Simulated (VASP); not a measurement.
Runs of VASP 6.6.1 on GaAs. The structure is cubic, space group F-43m (No. 216). Conventional cell: a = 5.654 Å, b = 5.654 Å, c = 5.654 Å, α = 90.00°, β = 90.00°, γ = 90.00°. Ga (site symmetry -43m) has 4 As at 2.45 Å within 3.2 Å. As (site symmetry -43m) has 4 Ga at 2.45 Å within 3.2 Å. 

```tsv
level	potentials or basis	gap on the mesh (eV)	pressure (GPa)
LDA	VASP PAW LDA potentials, release 64 (Ga_d, As)	(a)	-1.6
revPBE	VASP PAW PBE potentials, release 64 (Ga_d, As)	(b)	4.8
PBEsol	VASP PAW PBE potentials, release 64 (Ga_d, As)	0.45	0.3
BLYP	VASP PAW PBE potentials, release 64 (Ga_d, As)	(c)	7.2
```

Alike in all rows: task single point; no spin polarisation; cell as given; k mesh 6 × 6 × 6; cutoff (eV) 520; smearing gaussian 0.01 eV.

**Question.** Fill in the values left out.

**Answer.** (a) 0.33; (b) 0.61; (c) 0.39.

Caveats: the PAW data sets were made with another functional, which shifts forces and pressure a little (some runs).

A k mesh can miss the band edges, and the runs leave out spin-orbit coupling on As, Ga.
